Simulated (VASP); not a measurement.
Write the native input for VASP 6.6.1 that does the following.

```
Task                   : single point
Functional             : PBE
Potentials or basis    : VASP PAW PBE potentials, release 64 (In_d)
Cutoff                 : 520 eV
k mesh                 : 12 × 12 × 4
Occupations            : fermi-dirac, width 0.1 eV
Spin                   : no spin polarisation
Dipole correction      : no
Further INCAR settings : ALGO = Normal; EDIFF = 1e-06; NBANDS = 34
```

The structure of In lies in POSCAR:

```
In
1.0
    3.3019908333      0.0000000000      0.0000000000
   -1.6509954166      2.8596079448      0.0000000000
    0.0000000000      0.0000000000     10.7258318481
In
4
Direct
    1.0000000000      1.0000000000      0.0000000000
    1.0000000000      1.0000000000      0.5000000000
    0.3333333333      0.6666666667      0.2500000000
    0.6666666667      0.3333333333      0.7500000000
```

This cell differs from its parent crystal: volume scaled by 0.92.

One way to write it, as run:

INCAR

```
PREC = Accurate
ENCUT = 520
EDIFF = 1E-6
ISMEAR = -1
SIGMA = 0.1
LREAL = F
LASPH = T
NELM = 80
ALGO = Normal
ISIF = 2
LWAVE = F
LCHARG = F
GGA = PE
NBANDS = 34
```

KPOINTS

```
Automatic mesh
0
Gamma
  12 12 4
```

Potentials or basis: VASP PAW PBE potentials, release 64 (In_d).

Run with:

```sh
$ cat potpaw_PBE.64/In_d/POTCAR > POTCAR
$ mpirun -np 1 vasp_std > vasp.out
```

It gave:

- Pressure: 3.6 GPa
- Band gap on the k mesh: zero (band 26 reaches 11.63 eV, above the bottom of band 27 at 6.71 eV)

Caveat: spin-orbit coupling is left out, which moves the levels of the heavy elements.

Wall time 4 min on 1 thread of Intel Xeon 6975P-C (shared host), peak memory 0.31 GiB.
